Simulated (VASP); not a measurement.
A run of VASP 6.6.1 is set up as follows.

Contents of INCAR:

```
SYSTEM = Ir
  ALGO = Normal
  EDIFF = 1E-6
  ENCUT = 520
  ISIF = 2
  ISMEAR = -1
  ISPIN = 2
  LASPH = .TRUE.
  LCHARG = .TRUE.
  LELF = .TRUE.
  LMAXMIX = 4
  LORBIT = 11
  LREAL = .FALSE.
  LVHAR = .TRUE.
  LWAVE = .FALSE.
  MAGMOM = 1
  NBANDS = 14
  NELM = 150
  PREC = Accurate
  SIGMA = 0.05
```

Contents of KPOINTS:

```
k-points
0
G
  14 14 14
  0 0 0
```

File POSCAR:

```
Ir
1.0
    0.0000000000      1.9058274255      1.9058274255
    1.9058274255      0.0000000000      1.9058274255
    1.9058274255      1.9058274255      0.0000000000
Ir
1
Direct
    0.0000000000      0.0000000000      0.0000000000
```

Potentials or basis: VASP PAW LDA potentials, release 64 (Ir).

Launch:

```console
$ cat potpaw_LDA.64/Ir/POTCAR > POTCAR
$ mpirun -np 1 vasp_std > vasp.out
```

Question: Predict the pressure.

Answer: 2.7 GPa.

Question: What does it give for the net moment?

Answer: 0.00 μB per cell.
